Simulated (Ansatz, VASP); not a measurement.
## Two plane-wave programs on SiCl

Contents of INCAR:

```
PREC = Accurate
ENCUT = 600
EDIFF = 1E-6
ISMEAR = 0
SIGMA = 0.1
LREAL = F
LASPH = T
NELM = 100
ALGO = Normal
ISIF = 3
LWAVE = F
LCHARG = F
GGA = PE
IBRION = 2
NSW = 100
EDIFFG = -0.01
```

Contents of KPOINTS:

```
Automatic mesh
0
Gamma
  18 18 14
```

POSCAR

```
SiCl
1.0
    3.0601406894      0.0000000000      0.0000000000
    0.0000000000      3.0601406894      0.0000000000
    0.0000000000      0.0000000000      4.1654068903
Si Cl
1 1
Direct
    0.5000000000      0.5000000000      0.5000000000
    0.0000000000      0.0000000000      0.0000000000
```

Input for Ansatz:

```yaml
crystal:
  lattice:
    - [3.0601406894, 0.0, 0.0]
    - [0.0, 3.0601406894, 0.0]
    - [0.0, 0.0, 4.1654068903]
  atoms:
    - { symbol: Si, position: [0.5, 0.5, 0.5] }
    - { symbol: Cl, position: [0.0, 0.0, 0.0] }
basis:
  ecutwfc: 420
kpoints:
  mp_grid: { grid: [18, 18, 14] }
hamiltonian:
  xc: pbe
scf:
  occupations: { method: gaussian, width: 0.1 }
output:
  forces: true
  stress: true
  eigenvalues: true
relax:
  adjacent_minimum: "off"
  f_tol: 0.01
  max_steps: 80
  cell: { stress_tol: 0.05 }
```

Alike in both runs: task relaxation of cell and atoms; functional PBE; k mesh 18 × 18 × 14; occupations gaussian, width 0.1 eV; no spin polarisation.

|  | VASP | Ansatz |
| --- | --- | --- |
| version | VASP 6.6.1 | Ansatz 0.2.0 |
| potentials or method | VASP PAW PBE potentials, release 64 (Si, Cl), cutoff 600 eV | scalar-relativistic, plane waves, PAW |
| valence electrons in the cell | 11 | 11 |

```csv
,VASP,Ansatz,Ansatz less VASP
"gap on the k mesh at the Fermi level, each at its own relaxed structure (eV)",none,none,-
relaxed volume (Å³/atom),19.50,19.50,0.000
relaxed cell length with the largest relative difference (Å),3.060,3.060,0.0000
```

A gap of «none» marks a metal or a gap that the smearing closes.

Noted on VASP's run: the relaxation stopped at its first step, so nothing moved.
